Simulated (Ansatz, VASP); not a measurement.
**One calculation of SiNi, two programs**

Contents of INCAR:

```
ALGO     = Normal         # electronic algorithm
EDIFF    = 1E-6           # SCF threshold, eV
ENCUT    = 520            # plane-wave cutoff, eV
GGA      = PE             # functional
ISIF     = 2              # what is computed and relaxed
ISMEAR   = -1             # smearing method
LASPH    = T              # aspherical terms in the spheres
LCHARG   = T              # write CHGCAR
LELF     = T              # ELF
LREAL    = F              # projectors in reciprocal space
LVHAR    = T            
LWAVE    = F              # write WAVECAR
NBANDS   = 14             # bands
NELM     = 100            # most SCF steps
PREC     = Accurate       # precision mode
SIGMA    = 0.1            # smearing width, eV
```

KPOINTS

```
k-points
0
Gamma
  14 14 13
```

POSCAR

```
SiNi
1.0
    3.1569708080      0.0000000000      0.0000000000
   -1.5784854040      2.7340169188      0.0000000000
    0.0000000000      0.0000000000      2.4271964156
Ni Si
1 1
Direct
    0.0000000000      0.0000000000      0.0000000000
    0.3333333333      0.6666666667      0.5000000000
```

Input for Ansatz:

```yaml
crystal:
  lattice:
    - [3.156970808, 0.0, 0.0]
    - [-1.578485404, 2.7340169188, 0.0]
    - [0.0, 0.0, 2.4271964156]
  atoms:
    - { symbol: Ni, position: [0.0, 0.0, 0.0] }
    - { symbol: Si, position: [0.3333333333, 0.6666666667, 0.5] }
kpoints:
  mp_grid: { grid: [14, 14, 13] }
scf:
  occupations: { method: fermi_dirac, width: 0.1 }
hamiltonian:
  xc: pbe
  pseudopotentials: { kind: all_electron, lapw: { basis_error: 0.001 } }
output:
  forces: true
  stress: true
  eigenvalues: true
  populations: true
```

Change from the starting cell: volume scaled by 0.8, LAPW.

Alike in both runs: task single point; functional PBE; k mesh 14 × 14 × 13; occupations fermi-dirac, width 0.1 eV; no spin polarisation.

|  | VASP | Ansatz |
| --- | --- | --- |
| version | VASP 6.6.1 | Ansatz 0.2.0 |
| potentials or method | VASP PAW PBE potentials, release 64 (Ni, Si), cutoff 520 eV | all-electron LAPW, scalar-relativistic |

VASP gave:

* pressure (GPa): 54.8
* traceless stress, the component that is largest in VASP (GPa): 0.29

Estimate Ansatz's values.

pressure (GPa): 54.9; traceless stress, the component that is largest in VASP (GPa): 0.06.

Both programs put the cell under a high pressure, so it lies far from rest at this level. Ansatz ran all-electron here, and VASP with PAW potentials.
